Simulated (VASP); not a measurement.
A run of VASP 6.6.1 is set up as follows.

File INCAR:

```
SYSTEM = Te
ALGO = Normal
EDIFF = 1E-6
ENCUT = 520
ISIF = 2
ISMEAR = -1
LASPH = .True.
LCHARG = .True.
LELF = .True.
LREAL = .False.
LVHAR = .True.
LWAVE = .False.
NBANDS = 9
NELM = 60
PREC = Accurate
SIGMA = 0.1
```

Contents of KPOINTS:

```
k-points
0
Gamma
  13 13 13
  0 0 0
```

Contents of POSCAR:

```
Te
1.0
   -1.9297760072      1.9297760072      1.9297760072
    1.9297760072     -1.9297760072      1.9297760072
    1.9297760072      1.9297760072     -1.9297760072
Te
1
Direct
    0.0000000000      0.0000000000      0.0000000000
```

Potentials or basis: VASP PAW LDA potentials, release 64 (Te).

Command:

```bash
$ cat potpaw_LDA.64/Te/POTCAR > POTCAR
$ mpirun -np 1 vasp_std > vasp.out
```

**Question.** What does it give for the band gap on the k mesh?

**Answer.** Zero (bands 3 and 4 overlap by 5.79 eV).

**Question.** Predict the pressure.

**Answer.** -4.4 GPa.

Caveat: the cell stands under tension; spin-orbit coupling is left out, which moves the levels of the heavy elements.
